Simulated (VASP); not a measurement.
The system is Al.

```
CELL_PARAMETERS angstrom
4.76433 0.00000 0.00000
-2.38216 4.12603 0.00000
0.00000 0.00000 2.92074
ATOMIC_POSITIONS crystal
Al 0.00000 0.00000 0.00000
Al 0.33333 0.66667 0.50000
Al 0.66667 0.33333 0.50000
```

| Item | Value |
| --- | --- |
| Program | VASP 6.6.1 |
| Task | relaxation of cell and atoms |
| Functional | PBE |
| Potentials or basis | VASP PAW PBE potentials, release 64 (Al) |
| Cutoff | 600 eV |
| k mesh | 6 × 6 × 6 |
| Occupations | gaussian, width 0.1 eV |
| Spin | no spin polarisation |

At the start: pressure -6.1 GPa; volume 19.14 Å³/atom.

Q: How do energy, volume and symmetry change on relaxing?

A: Over 3 steps the energy falls by 42.9 meV/atom and the volume is 17.11 Å³/atom (-10.6 %); space group P6/mmm (No. 191, to 0.05 Å).

The path:
```csv
step,energy change (eV),largest force (eV/Å),pressure (GPa),volume (Å³)
1,0.0000,0.0000,-6.08,57.42
2,-0.1283,0.0000,-0.36,51.59
3,-0.1286,0.0000,0.00,51.34
```

Final structure:
```
Al
1.0
     4.59215    0.00000    0.00000
    -2.29608    3.97692    0.00000
     0.00000    0.00000    2.81104
Al
3
Direct
  0.00000 0.00000 0.00000
  0.33333 0.66667 0.50000
  0.66667 0.33333 0.50000
```
